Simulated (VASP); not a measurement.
# Gd (P6_3/mmc) in VASP: further runs

Runs on Gd. Level: PBE. Tasks: single point.

Program: VASP 6.6.1. These are calculated values, not measurements. Logs are shortened: lines on timing, memory, paths and dates and some standing lists are left out, and cuts for length are marked.

## Step 1: The cell of the first run

The structure is hexagonal, space group P6_3/mmc (No. 194). The conventional cell has a = 3.511 Å, b = 3.511 Å, c = 5.583 Å, α = 90.00°, β = 90.00°, γ = 120.00°. Gd (site symmetry -6m2) has 12 Gd at 3.45 to 3.51 Å within 4.5 Å.

## Step 2: Single point, PBE, collinear spin, ferromagnetic start

File INCAR:

```
SYSTEM = Gd
  ALGO = Normal
  EDIFF = 1E-6
  ENCUT = 520
  GGA = PE
  ISIF = 2
  ISMEAR = 1
  ISPIN = 2
  LASPH = .TRUE.
  LCHARG = .FALSE.
  LMAXMIX = 6
  LORBIT = 11
  LREAL = .FALSE.
  LWAVE = .FALSE.
  MAGMOM = 9.1 9.1
  NBANDS = 29
  NELM = 150
  PREC = Accurate
  SIGMA = 0.1
```

File KPOINTS:

```
k-points
0
G
  9 9 5
  0 0 0
```

File POSCAR:

```
Gd
1.0
    3.5105194024      0.0000000000      0.0000000000
   -1.7552597012      3.0401986275      0.0000000000
    0.0000000000      0.0000000000      5.5830389154
Gd
2
Direct
    0.3333333333      0.6666666667      0.2500000000
    0.6666666667      0.3333333333      0.7500000000
```

Potentials or basis: VASP PAW PBE potentials, release 64 (Gd).

On the command line:

```bash
> cat potpaw_PBE.64/Gd/POTCAR > POTCAR
> mpirun -np 1 vasp_std > vasp.out
```

OUTCAR:

```text
SYSTEM = Gd
   EDIFF = 1E-6
   ENCUT = 520
   GGA = PE
   ISIF = 2
   ISMEAR = 1
   ISPIN = 2
   LASPH = .TRUE.
   LORBIT = 11
   LREAL = .FALSE.
   NELM = 150
   PREC = Accurate

 ion  position               nearest neighbor table
   1  0.333  0.667  0.250-   2 3.45   2 3.45   2 3.45   2 3.45   2 3.45   2 3.45
   2  0.667  0.333  0.750-   1 3.45   1 3.45   1 3.45   1 3.45   1 3.45   1 3.45

  LATTYP: Found a hexagonal cell.
 ALAT       =     3.5105194024
 C/A-ratio  =     1.5903740374

  Lattice vectors:

 A1 = (   3.5105194024,   0.0000000000,   0.0000000000)
 A2 = (  -1.7552597012,   3.0401986275,   0.0000000000)
 A3 = (   0.0000000000,   0.0000000000,   5.5830389154)

Analysis of symmetry for initial positions (statically):
=====================================================================
 Subroutine PRICEL returns:
 Original cell was already a primitive cell.

 Routine SETGRP: Setting up the symmetry group for a
 hexagonal supercell.

 Subroutine GETGRP returns: Found 24 space group operations
 (whereof 12 operations were pure point group operations)
 out of a pool of 24 trial point group operations.

The static configuration has the point symmetry D_3d.
 The point group associated with its full space group is D_6h.

Analysis of symmetry for dynamics (positions and initial velocities):
=====================================================================
 Subroutine PRICEL returns:
 Original cell was already a primitive cell.

 Routine SETGRP: Setting up the symmetry group for a
 hexagonal supercell.

 Subroutine GETGRP returns: Found 24 space group operations
 (whereof 12 operations were pure point group operations)
 out of a pool of 24 trial point group operations.

The dynamic configuration has the point symmetry D_3d.
 The point group associated with its full space group is D_6h.

Analysis of structural, dynamic, and magnetic symmetry:
=====================================================================
 Subroutine PRICEL returns:
 Original cell was already a primitive cell.

 Routine SETGRP: Setting up the symmetry group for a
 hexagonal supercell.

 Subroutine GETGRP returns: Found 24 space group operations
 (whereof 12 operations were pure point group operations)
 out of a pool of 24 trial point group operations.

The overall configuration has the point symmetry D_3d.
 The point group associated with its full space group is D_6h.

 Subroutine INISYM returns: Found 24 space group operations
 (whereof 12 operations are pure point group operations),
 and found     1 'primitive' translations

----------------------------------------------------------------------------------------

                                     Primitive cell

  volume of cell :      59.5860

  direct lattice vectors                    reciprocal lattice vectors
     3.510519402  0.000000000  0.000000000     0.284858132  0.164462939  0.000000000
    -1.755259701  3.040198628  0.000000000     0.000000000  0.328925877  0.000000000
     0.000000000  0.000000000  5.583038915     0.000000000  0.000000000  0.179113923

  length of vectors
     3.510519402  3.510519095  5.583038915     0.328925848  0.328925877  0.179113923

  position of ions in fractional coordinates (direct lattice)
     0.333333333  0.666666667  0.250000000
     0.666666667  0.333333333  0.750000000

  ion indices of the primitive-cell ions
   primitive index   ion index
                 1           1
                 2           2

----------------------------------------------------------------------------------------

 KPOINTS: k-points

Automatic generation of k-mesh.
 Grid dimensions read from file:
 generate k-points for:    9    9    5

 Generating k-lattice:

  Cartesian coordinates                     Fractional coordinates (reciprocal lattice)
     0.031650904  0.018273660  0.000000000     0.111111111  0.000000000  0.000000000
     0.000000000  0.036547320  0.000000000     0.000000000  0.111111111  0.000000000
     0.000000000  0.000000000  0.035822785     0.000000000  0.000000000  0.200000000

  Length of vectors
     0.036547316  0.036547320  0.035822785

  Shift w.r.t. Gamma in fractional coordinates (k-lattice)
     0.000000000  0.000000000  0.000000000

 Subroutine IBZKPT returns following result:
 ===========================================

 Found     36 irreducible k-points:

 Following reciprocal coordinates:
            Coordinates               Weight
  0.000000  0.000000  0.000000      1.000000
  0.111111 -0.000000  0.000000      6.000000
  0.222222 -0.000000  0.000000      6.000000
  0.333333 -0.000000  0.000000      6.000000
  0.444444 -0.000000  0.000000      6.000000
  0.111111  0.111111  0.000000      6.000000
[... 16 lines left out ...]
  0.333333  0.222222  0.200000     24.000000
  0.333333  0.333333  0.200000      4.000000
 [... further k-points ...]
   k-points           NKPTS =     36   k-points in BZ     NKDIM =     36   number of bands    NBANDS=     29
   number of dos      NEDOS =    301   number of ions     NIONS =      2
   total plane-waves  NPLWV =  32928
   dimension x,y,z NGX =    28 NGY =   28 NGZ =   42
   dimension x,y,z NGXF=    56 NGYF=   56 NGZF=   84
   ions per type =               2
   NGX,Y,Z   is equivalent  to a cutoff of  13.26, 13.26, 12.51 a.u.
   NGXF,Y,Z  is equivalent  to a cutoff of  26.52, 26.52, 25.01 a.u.
 SYSTEM =  Gd
   PREC   = accura    normal or accurate (medium, high low for compatibility)
   ISTART =      0    job   : 0-new  1-cont  2-samecut
   ICHARG =      2    charge: 1-file 2-atom 10-const
   ISPIN  =      2    spin polarized calculation?
   LNONCOLLINEAR =      F non collinear calculations
   LSORBIT =      F    spin-orbit coupling
   LASPH  =      T    aspherical Exc in radial PAW
   ENCUT  =  520.0 eV  38.22 Ry    6.18 a.u.   6.53  6.53 10.38*2*pi/ulx,y,z
   NELM   =    150;   NELMIN=  2; NELMDL= -5     # of ELM steps
   EDIFF  = 0.1E-05   stopping-criterion for ELM
   LREAL  =      F    real-space projection
   EDIFFG = 0.1E-04   stopping-criterion for IOM
   NSW    =      0    number of steps for IOM
   IBRION =     -1    ionic relax: 0-MD 1-quasi-New 2-CG
   NFREE  =      0    steps in history (QN), initial steepest desc. (CG)
   ISIF   =      2    stress and relaxation
   ISYM   =      2    0-nonsym 1-usesym 2-fastsym
   POTIM  = 0.5000    time-step for ionic-motion
   TEBEG  =    0.0;   TEEND  =   0.0 temperature during run
   PSTRESS=    0.0 pullay stress
   NELECT =      36.0000    total number of electrons
   NUPDOWN=      -1.0000    fix difference up-down
   EMIN   =  10.00;   EMAX   =-10.00  energy-range for DOS
   EFERMI =   0.00;   METHOD = LEGACY
   ISMEAR =     1;   SIGMA  =   0.10  broadening in eV -4-tet -1-fermi 0-gaus
   EFERMI_NEDOS =   21; number of points for ismear=-14 and -15
   IALGO  =     38    algorithm
   IMIX   =      4    mixing-type and parameters
     AMIX     =   0.40;   BMIX     =  1.00
     AMIX_MAG =   1.60;   BMIX_MAG =  1.00
  volume/ion in A,a.u.               =      29.79       201.05
  Fermi-wavevector in a.u.,A,eV,Ry     =   1.383973  2.615330 26.060350  1.915382
  Thomas-Fermi vector in A             =   2.508521
   LORBIT       =     11    0 simple, 1 ext, 2 COOP (PROOUT), +10 PAW based schemes
   GGA     = PE    functional components
   LHFCALC =     F    Hartree Fock is set to
   AEXX    =    0.0000 exact exchange contribution
   IVDW    =     0    specifies the selected vdW correction
   LEPSILON=     F    determine dielectric tensor
   LRPA    =     F    only Hartree local field effects (RPA)
 spin polarized calculation
 Methfessel and Paxton  Order N= 1 SIGMA  =   0.10
  energy-cutoff  :      520.00
  volume of cell :       59.59
 maximum number of plane-waves:      1640
 NGX is ok and might be reduce to    28
   NGX = 13   NGY = 13   NGZ = 21

 number of electron      35.9999987 magnetization      15.1463541

 Free energy of the ion-electron system (eV)
  ---------------------------------------------------
  ext. energy  EPLUGINS =         0.00000000
  ---------------------------------------------------
  free energy    TOTEN  =       -23.30028579 eV

  energy without entropy =      -23.30290474  energy(sigma->0) =      -23.30115877

 E-fermi :   3.4867     XC(G=0): -10.4495

 val. band max:        3.4734233189   @ k =   0.3333  -0.0000   0.0000
 cond. band min:       3.4916052147   @ k =   0.2222   0.2222   0.2000
 fundamental gap:      0.0181818958
 Fermi energy:         3.4866560933

 spin component 1

 k-point     1 :       0.0000    0.0000    0.0000
  band No.  band energies     occupation
      1     -41.6699      1.00000
      2     -41.5609      1.00000
      3     -19.5757      1.00000
      4     -18.7204      1.00000
      5     -18.7204      1.00000
      6     -18.5753      1.00000
[... 21 lines left out ...]
     28       5.0777     -0.00000
     29       5.5990      0.00000
[... 705 lines left out ...]
 k-point    24 :       0.3333    0.3333    0.2000
  band No.  band energies     occupation
      1     -41.5500      1.00000
      2     -41.5500      1.00000
      3     -19.2515      1.00000
      4     -19.2479      1.00000
      5     -19.2479      1.00000
      6     -18.9895      1.00000
[... 21 lines left out ...]
     28       4.0996     -0.00000
     29       5.8417      0.00000

 [... further k-points ...]

 spin component 2

 k-point     1 :       0.0000    0.0000    0.0000
  band No.  band energies     occupation
      1     -38.4416      1.00000
      2     -38.3061      1.00000
      3     -17.3734      1.00000
      4     -16.3443      1.00000
      5     -16.3443      1.00000
      6     -16.1755      1.00000
[... 21 lines left out ...]
     28       6.2972      0.00000
     29       6.8211      0.00000
[... 705 lines left out ...]
 k-point    24 :       0.3333    0.3333    0.2000
  band No.  band energies     occupation
      1     -38.2921      1.00000
      2     -38.2921      1.00000
      3     -16.9966      1.00000
      4     -16.9733      1.00000
      5     -16.9733      1.00000
      6     -16.6758      1.00000
[... 21 lines left out ...]
     28       5.4616     -0.00000
     29       6.9088      0.00000

 [... further k-points ...]
[... 5 lines left out ...]
  --------------------------------------------------------------------------------------
  -------------------------------------------------------------------------------------
  Total        1.7123893      1.7123889      1.9457792      0.0000000     -0.0000000     -0.0000000
  in kB       46.0435824     46.0435717     52.3190860      0.0000000     -0.0000000     -0.0000000
  external PRESSURE =      48.1354134 kB  Pullay stress =       0.0000000 kB

 VOLUME and BASIS-vectors are now :
 -----------------------------------------------------------------------------
  energy-cutoff  :      520.00
  volume of cell :       59.59
      direct lattice vectors                 reciprocal lattice vectors
     3.510519402  0.000000000  0.000000000     0.284858132  0.164462939  0.000000000
    -1.755259701  3.040198628  0.000000000     0.000000000  0.328925877  0.000000000
     0.000000000  0.000000000  5.583038915     0.000000000  0.000000000  0.179113923

 POSITION                                       TOTAL-FORCE (eV/Angst)
 -----------------------------------------------------------------------------------
     -0.00000      2.02680      1.39576         0.000000      0.000000      0.000000
      1.75526      1.01340      4.18728        -0.000000     -0.000000      0.000000
 -----------------------------------------------------------------------------------
    total drift:                               -0.000000      0.000000     -0.000000

  FREE ENERGIE OF THE ION-ELECTRON SYSTEM (eV)
  ---------------------------------------------------
  free  energy   TOTEN  =       -23.3002857889 eV

  energy  without entropy=      -23.3029047379  energy(sigma->0) =      -23.30115877

 total charge

# of ion       s       p       d       f       tot
--------------------------------------------------
    1        2.080   5.562   0.634   6.969  15.245
    2        2.080   5.562   0.634   6.969  15.245
--------------------------------------------------
tot          4.161  11.123   1.268  13.937  30.490

 magnetization (x)

# of ion       s       p       d       f       tot
--------------------------------------------------
    1        0.006  -0.052   0.214   6.826   6.994
    2        0.006  -0.052   0.214   6.826   6.994
--------------------------------------------------
tot          0.011  -0.103   0.428  13.652  13.988
```

Run time: 9.8 min. Hardware: 1 thread of Intel Xeon 8259CL, shared host; peak memory 0.28 GiB.

Results:

```yaml
Free_energy: -23.3003 eV
Pressure: 4.8 GPa
Net_moment: 15.15 μB per cell
Site_moments: Gd +6.99 μB
Valence_electrons_inside_the_program's_atomic_spheres: Gd 15.24
```

Levels at points of the mesh, in eV from the Fermi level:
Spin up:
| k point | band 22 | band 23 | band 24 | band 25 | band 26 | band 27 | band 28 | band 29 |
| --- | --- | --- | --- | --- | --- | --- | --- | --- |
| (0.00, 0.00, 0.00) | -4.62 | -4.61 | -2.67 | 1.40 | 1.40 | 1.51 | 1.59 | 2.11 |
Spin down:
```tsv
k point	band 8	band 9	band 10	band 11	band 12	band 13
(0.00, 0.00, 0.00)	-19.64	-4.29	-1.61	0.42	0.47	0.54
```

Caveat: the cell stands under pressure; spin-orbit coupling is left out, which moves the levels of the heavy elements; semilocal functionals describe open f shells poorly, which spoils levels, moments and volumes.

[end of part 1 of 2]
